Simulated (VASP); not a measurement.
A run of VASP 6.6.1 is set up as follows.

INCAR

```
PREC = Accurate
ENCUT = 500
EDIFF = 1E-6
ISMEAR = 0
SIGMA = 0.1
LREAL = F
LASPH = T
NELM = 200
ALGO = Normal
ISIF = 2
LWAVE = F
LCHARG = F
GGA = PE
NBANDS = 32
GGA_COMPAT = F
LMAXMIX = 6
```

KPOINTS

```
regular mesh
0
Gamma
  6 6 6
```

POSCAR

```
Ho4Ti
1.0
   -4.3464913535      4.3464913535      1.9180166817
    4.3464913535     -4.3464913535      1.9180166817
    4.3464913535      4.3464913535     -1.9180166817
Ho Ti
4 1
Direct
    0.5000000000      0.7766853650      0.2766853650
    0.5000000000      0.2233146350      0.7233146350
    0.7766853650      0.5000000000      0.2766853650
    0.2233146350      0.5000000000      0.7233146350
    0.0000000000      0.0000000000      0.0000000000
```

Potentials or basis: VASP PAW PBE potentials, release 64 (Ho_3, Ti_sv), 4f in core.

Launch:

```sh
$ cat potpaw_PBE.64/Ho_3/POTCAR potpaw_PBE.64/Ti_sv/POTCAR > POTCAR
$ mpirun -np 1 vasp_std > vasp.out
```

Task: Estimate the largest force.

Result: 0.075 eV/Å.

Task: Estimate the band gap on the k mesh.

Result: Zero (bands 24 and 25 overlap by 0.45 eV).

Task: Estimate the pressure.

Result: 0.3 GPa.

Stress tensor (GPa, compression positive):
```
0.34 0.00 0.00
0.00 0.34 0.00
0.00 0.00 0.23
```

Caveat: spin-orbit coupling is left out, which moves the levels of the heavy elements; the 4f electrons are frozen in the core, so they carry no moment and show no levels. Spin polarisation is off, so any magnetic state and its effect on volume and gap are missing.
